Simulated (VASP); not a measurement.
# Mg (Fm-3m) in VASP: a series of runs

Runs on Mg. Level: r2SCAN. Tasks: single point.

All numbers are computed with VASP 6.6.1; they aren't measurements. Logs are shortened: lines on timing, memory, paths and dates and some standing lists are left out, and cuts for length are marked.

### 1 The cell of the first run

Symmetry: Fm-3m, No. 225, cubic system. The conventional cell has a = 4.489 Å, b = 4.489 Å, c = 4.489 Å, α = 90.00°, β = 90.00°, γ = 90.00°. Within 4.2 Å of Mg (site symmetry m-3m) lie 12 Mg at 3.17 Å.

### 2 Single point, r2SCAN

Input file POSCAR:

```
Mg
1.0
    0.0000000000      2.2442560000      2.2442560000
    2.2442560000      0.0000000000      2.2442560000
    2.2442560000      2.2442560000      0.0000000000
Mg
1
Direct
    0.0000000000      0.0000000000      0.0000000000
```

Input file INCAR.step1:

```
SYSTEM = Mg
  ALGO = Normal
  EDIFF = 1E-4
  ENCUT = 520
  GGA = PE
  ISMEAR = 0
  LASPH = .True.
  LCHARG = .False.
  LREAL = .False.
  LWAVE = .True.
  NBANDS = 7
  NELM = 80
  PREC = Accurate
  SIGMA = 0.15
```

Input file INCAR.step2:

```
SYSTEM = Mg
  ALGO = Normal
  EDIFF = 1E-7
  ENCUT = 520
  ISIF = 2
  ISMEAR = 0
  ISTART = 1
  LASPH = .True.
  LCHARG = .True.
  LELF = .True.
  LMIXTAU = .True.
  LREAL = .False.
  LVHAR = .True.
  LWAVE = .False.
  METAGGA = R2SCAN
  NBANDS = 7
  NELM = 80
  PREC = Accurate
  SIGMA = 0.15
```

Input file KPOINTS:

```
k-points
0
Gamma
  18 18 18
  0 0 0
```

Potentials or basis: VASP PAW PBE potentials, release 64 (Mg).

Started as:

```console
$ cat potpaw_PBE.64/Mg/POTCAR > POTCAR
$ cp INCAR.step1 INCAR
$ mpirun -np 1 vasp_std > vasp.out
$ cp INCAR.step2 INCAR
$ mpirun -np 1 vasp_std > vasp.out
```

OUTCAR:

```text
SYSTEM = Mg
   EDIFF = 1E-7
   ENCUT = 520
   ISIF = 2
   ISMEAR = 0
   ISTART = 1
   LASPH = .True.
   LREAL = .False.
   METAGGA = R2SCAN
   NELM = 80
   PREC = Accurate

 ion  position               nearest neighbor table
   1  0.000  0.000  0.000-

  LATTYP: Found a face centered cubic cell.
 ALAT       =     4.4885120000

  Lattice vectors:

 A1 = (   0.0000000000,   2.2442560000,   2.2442560000)
 A2 = (   2.2442560000,   0.0000000000,   2.2442560000)
 A3 = (   2.2442560000,   2.2442560000,   0.0000000000)

Analysis of symmetry for initial positions (statically):
=====================================================================
 Subroutine PRICEL returns:
 Original cell was already a primitive cell.

 Routine SETGRP: Setting up the symmetry group for a
 face centered cubic supercell.

 Subroutine GETGRP returns: Found 48 space group operations
 (whereof 48 operations were pure point group operations)
 out of a pool of 48 trial point group operations.

The static configuration has the point symmetry O_h .

Analysis of symmetry for dynamics (positions and initial velocities):
=====================================================================
 Subroutine PRICEL returns:
 Original cell was already a primitive cell.

 Routine SETGRP: Setting up the symmetry group for a
 face centered cubic supercell.

 Subroutine GETGRP returns: Found 48 space group operations
 (whereof 48 operations were pure point group operations)
 out of a pool of 48 trial point group operations.

The dynamic configuration has the point symmetry O_h .

 Subroutine INISYM returns: Found 48 space group operations
 (whereof 48 operations are pure point group operations),
 and found     1 'primitive' translations

----------------------------------------------------------------------------------------

                                     Primitive cell

  volume of cell :      22.6072

  direct lattice vectors                    reciprocal lattice vectors
     0.000000000  2.244256000  2.244256000    -0.222790983  0.222790983  0.222790983
     2.244256000  0.000000000  2.244256000     0.222790983 -0.222790983  0.222790983
     2.244256000  2.244256000  0.000000000     0.222790983  0.222790983 -0.222790983

  length of vectors
     3.173857273  3.173857273  3.173857273     0.385885302  0.385885302  0.385885302

  position of ions in fractional coordinates (direct lattice)
     0.000000000  0.000000000  0.000000000

  ion indices of the primitive-cell ions
   primitive index   ion index
                 1           1

----------------------------------------------------------------------------------------

 KPOINTS: k-points

Automatic generation of k-mesh.
 Grid dimensions read from file:
 generate k-points for:   18   18   18

 Generating k-lattice:

  Cartesian coordinates                     Fractional coordinates (reciprocal lattice)
    -0.012377277  0.012377277  0.012377277     0.055555556  0.000000000  0.000000000
     0.012377277 -0.012377277  0.012377277     0.000000000  0.055555556  0.000000000
     0.012377277  0.012377277 -0.012377277     0.000000000  0.000000000  0.055555556

  Length of vectors
     0.021438072  0.021438072  0.021438072

  Shift w.r.t. Gamma in fractional coordinates (k-lattice)
     0.000000000  0.000000000  0.000000000

 Subroutine IBZKPT returns following result:
 ===========================================

 Found    195 irreducible k-points:

 Following reciprocal coordinates:
            Coordinates               Weight
  0.000000  0.000000  0.000000      1.000000
  0.055556  0.000000  0.000000      8.000000
  0.111111  0.000000  0.000000      8.000000
  0.166667  0.000000  0.000000      8.000000
  0.222222  0.000000  0.000000      8.000000
  0.277778  0.000000  0.000000      8.000000
[... 16 lines left out ...]
 -0.277778  0.055556  0.000000     24.000000
 -0.222222  0.055556  0.000000     24.000000
 [... further k-points ...]
   k-points           NKPTS =    195   k-points in BZ     NKDIM =    195   number of bands    NBANDS=      7
   number of dos      NEDOS =    301   number of ions     NIONS =      1
   total plane-waves  NPLWV =  13824
   dimension x,y,z NGX =    24 NGY =   24 NGZ =   24
   dimension x,y,z NGXF=    48 NGYF=   48 NGZF=   48
   ions per type =               1
   NGX,Y,Z   is equivalent  to a cutoff of  12.57, 12.57, 12.57 a.u.
   NGXF,Y,Z  is equivalent  to a cutoff of  25.14, 25.14, 25.14 a.u.
 SYSTEM =  Mg
   PREC   = accura    normal or accurate (medium, high low for compatibility)
   ISTART =      1    job   : 0-new  1-cont  2-samecut
   ICHARG =      0    charge: 1-file 2-atom 10-const
   ISPIN  =      1    spin polarized calculation?
   LNONCOLLINEAR =      F non collinear calculations
   LSORBIT =      F    spin-orbit coupling
   LASPH  =      T    aspherical Exc in radial PAW
   ENCUT  =  520.0 eV  38.22 Ry    6.18 a.u.   5.90  5.90  5.90*2*pi/ulx,y,z
   NELM   =     80;   NELMIN=  2; NELMDL=  0     # of ELM steps
   EDIFF  = 0.1E-06   stopping-criterion for ELM
   LREAL  =      F    real-space projection
   EDIFFG = 0.1E-05   stopping-criterion for IOM
   NSW    =      0    number of steps for IOM
   IBRION =     -1    ionic relax: 0-MD 1-quasi-New 2-CG
   NFREE  =      0    steps in history (QN), initial steepest desc. (CG)
   ISIF   =      2    stress and relaxation
   ISYM   =      2    0-nonsym 1-usesym 2-fastsym
   POTIM  = 0.5000    time-step for ionic-motion
   TEBEG  =    0.0;   TEEND  =   0.0 temperature during run
   PSTRESS=    0.0 pullay stress
   NELECT =       2.0000    total number of electrons
   NUPDOWN=      -1.0000    fix difference up-down
   EMIN   =  10.00;   EMAX   =-10.00  energy-range for DOS
   EFERMI =   0.00;   METHOD = LEGACY
   ISMEAR =     0;   SIGMA  =   0.15  broadening in eV -4-tet -1-fermi 0-gaus
   EFERMI_NEDOS =   21; number of points for ismear=-14 and -15
   IALGO  =     38    algorithm
   IMIX   =      4    mixing-type and parameters
     AMIX     =   0.40;   BMIX     =  1.00
     AMIX_MAG =   1.60;   BMIX_MAG =  1.00
  volume/ion in A,a.u.               =      22.61       152.56
  Fermi-wavevector in a.u.,A,eV,Ry     =   0.729462  1.378483  7.239854  0.532114
  Thomas-Fermi vector in A             =   1.821189
   LORBIT       =      0    0 simple, 1 ext, 2 COOP (PROOUT), +10 PAW based schemes
   METAGGA = R2SCAN    functional components
   LHFCALC =     F    Hartree Fock is set to
   AEXX    =    0.0000 exact exchange contribution
   IVDW    =     0    specifies the selected vdW correction
   LEPSILON=     F    determine dielectric tensor
   LRPA    =     F    only Hartree local field effects (RPA)
 non-spin polarized calculation
 Gauss-broadening in eV      SIGMA  =   0.15
  energy-cutoff  :      520.00
  volume of cell :       22.61
 maximum number of plane-waves:       620
   NGX = 11   NGY = 11   NGZ = 11

 number of electron       2.0000000 magnetization

 Free energy of the ion-electron system (eV)
  ---------------------------------------------------
  ext. energy  EPLUGINS =         0.00000000
  ---------------------------------------------------
  free energy    TOTEN  =        -4.13263644 eV

  energy without entropy =       -4.12793104  energy(sigma->0) =       -4.13028374

 E-fermi :   2.6943     XC(G=0):  -9.0923

 val. band max:        2.6763079762   @ k =   0.5000   0.1111   0.0556
 cond. band min:       2.7356769538   @ k =  -0.3889   0.2778   0.0556
 fundamental gap:      0.0593689776
 Fermi energy:         2.6942621119

 k-point     1 :       0.0000    0.0000    0.0000
  band No.  band energies     occupation
      1      -4.7343      2.00000
      2      16.0026      0.00000
      3      16.0026      0.00000
      4      16.0026      0.00000
      5      18.3393      0.00000
      6      18.3393      0.00000
      7      18.3393      0.00000

 k-point     2 :       0.0556    0.0000    0.0000
  band No.  band energies     occupation
      1      -4.6604      2.00000
      2      14.7557      0.00000
      3      15.8418      0.00000
      4      15.8418      0.00000
      5      18.2693      0.00000
      6      18.6240      0.00000
      7      18.6240      0.00000

 k-point     3 :       0.1111    0.0000    0.0000
  band No.  band energies     occupation
      1      -4.4391      2.00000
      2      12.8164      0.00000
      3      15.5086      0.00000
      4      15.5086      0.00000
      5      18.0131      0.00000
      6      19.3281      0.00000
      7      19.3281      0.00000

 k-point     4 :       0.1667    0.0000    0.0000
  band No.  band energies     occupation
      1      -4.0714      2.00000
      2      10.8587      0.00000
      3      15.1757      0.00000
      4      15.1757      0.00000
      5      17.7075      0.00000
      6      19.8563      0.00000
      7      19.8563      0.00000

 k-point     5 :       0.2222    0.0000    0.0000
  band No.  band energies     occupation
      1      -3.5589      2.00000
      2       8.9693      0.00000
      3      14.9121      0.00000
      4      14.9121      0.00000
      5      17.4346      0.00000
      6      18.8517      0.00000
      7      18.8517      0.00000
[... 161 lines left out ...]
 k-point    22 :      -0.3333    0.0556    0.0000
  band No.  band energies     occupation
      1      -1.7518      2.00000
      2       5.0119      0.00000
      3      13.1525      0.00000
      4      15.3827      0.00000
      5      16.3349      0.00000
      6      17.0490      0.00000
      7      17.9976      0.00000

 k-point    23 :      -0.2778    0.0556    0.0000
  band No.  band energies     occupation
      1      -2.5904      2.00000
      2       6.6543      0.00000
      3      13.1886      0.00000
      4      15.6485      0.00000
      5      16.8229      0.00000
      6      17.5945      0.00000
      7      18.2375      0.00000

 k-point    24 :      -0.2222    0.0556    0.0000
  band No.  band energies     occupation
      1      -3.2916      2.00000
      2       8.4056      0.00000
      3      13.3444      0.00000
      4      15.8362      0.00000
      5      17.6092      0.00000
      6      17.9212      0.00000
      7      18.9011      0.00000

 [... further k-points ...]

------------------------ aborting loop because EDIFF is reached ----------------------------------------

  FORCE on cell =-STRESS in cart. coord.  units (eV):
  Direction    XX          YY          ZZ          XY          YZ          ZX
  --------------------------------------------------------------------------------------
  -------------------------------------------------------------------------------------
  Total       -0.0067648     -0.0067648     -0.0067648      0.0000000      0.0000000     -0.0000000
  in kB       -0.4794253     -0.4794253     -0.4794253      0.0000000      0.0000000     -0.0000000
  external PRESSURE =      -0.4794253 kB  Pullay stress =       0.0000000 kB

 VOLUME and BASIS-vectors are now :
 -----------------------------------------------------------------------------
  energy-cutoff  :      520.00
  volume of cell :       22.61
      direct lattice vectors                 reciprocal lattice vectors
     0.000000000  2.244256000  2.244256000    -0.222790983  0.222790983  0.222790983
     2.244256000  0.000000000  2.244256000     0.222790983 -0.222790983  0.222790983
     2.244256000  2.244256000  0.000000000     0.222790983  0.222790983 -0.222790983

 POSITION                                       TOTAL-FORCE (eV/Angst)
 -----------------------------------------------------------------------------------
      0.00000      0.00000      0.00000         0.000000      0.000000     -0.000000
 -----------------------------------------------------------------------------------
    total drift:                                0.000000      0.000000     -0.000000

  FREE ENERGIE OF THE ION-ELECTRON SYSTEM (eV)
  ---------------------------------------------------
  free  energy   TOTEN  =        -4.1326364385 eV

  energy  without entropy=       -4.1279310361  energy(sigma->0) =       -4.13028374
```

Wall time 90 s (1 thread of AMD EPYC 7R13 (Zen 3), shared host); peak memory 0.13 GiB.

What came out:

```
Free energy            : -4.1326 eV
Pressure               : 0.0 GPa
Band gap on the k mesh : zero (band 1 reaches 3.85 eV, above the bottom of band 2 at 1.47 eV)
```

Caveat: the PAW data sets were made with another functional, which shifts forces and pressure a little.

### 3 Single point, r2SCAN

POSCAR is that of step 2.

Input file INCAR.step1:

```
SYSTEM = Mg
ALGO = Normal
EDIFF = 1E-4
ENCUT = 520
GGA = PE
ISMEAR = 0
LASPH = .True.
LCHARG = .False.
LREAL = .False.
LWAVE = .True.
NBANDS = 7
NELM = 80
PREC = Accurate
SIGMA = 0.15
```

Input file INCAR.step2:

```
SYSTEM = Mg
ALGO = Normal
EDIFF = 1E-6
ENCUT = 520
ISIF = 2
ISMEAR = 0
ISTART = 1
LASPH = .True.
LCHARG = .False.
LMIXTAU = .True.
LREAL = .False.
LWAVE = .False.
METAGGA = R2SCAN
NBANDS = 7
NELM = 80
PREC = Accurate
SIGMA = 0.15
```

Input file KPOINTS:

```
k-points
0
Gamma
  20 20 20
  0 0 0
```

Potentials or basis: VASP PAW PBE potentials, release 64 (Mg).

Started as:

```console
$ cat potpaw_PBE.64/Mg/POTCAR > POTCAR
$ cp INCAR.step1 INCAR
$ mpirun -np 1 vasp_std > vasp.out
$ cp INCAR.step2 INCAR
$ mpirun -np 1 vasp_std > vasp.out
```

It took 94 s on 1 thread of AMD EPYC 7R13 (Zen 3), shared host; peak memory 0.14 GiB.

Results (log left out):

```yaml
Free_energy: -4.1318 eV
Pressure: 0.0 GPa
Band_gap_on_the_k_mesh: zero (band 1 reaches 4.23 eV, above the bottom of band 2 at 1.47 eV)
```

Levels at points of the mesh, in eV from the Fermi level:
```tsv
k point	band 1	band 2	band 3	band 4	band 5	band 6
(0.00, 0.00, 0.00)	-7.43	13.31	13.31	13.31	15.65	15.65
(0.50, 0.00, 0.00)	-1.93	-1.22	12.12	12.12	13.24	13.24
(0.50, 0.50, 0.00)	-0.27	0.92	6.49	7.57	7.57	10.96
```

Caveat: the PAW data sets were made with another functional, which shifts forces and pressure a little.
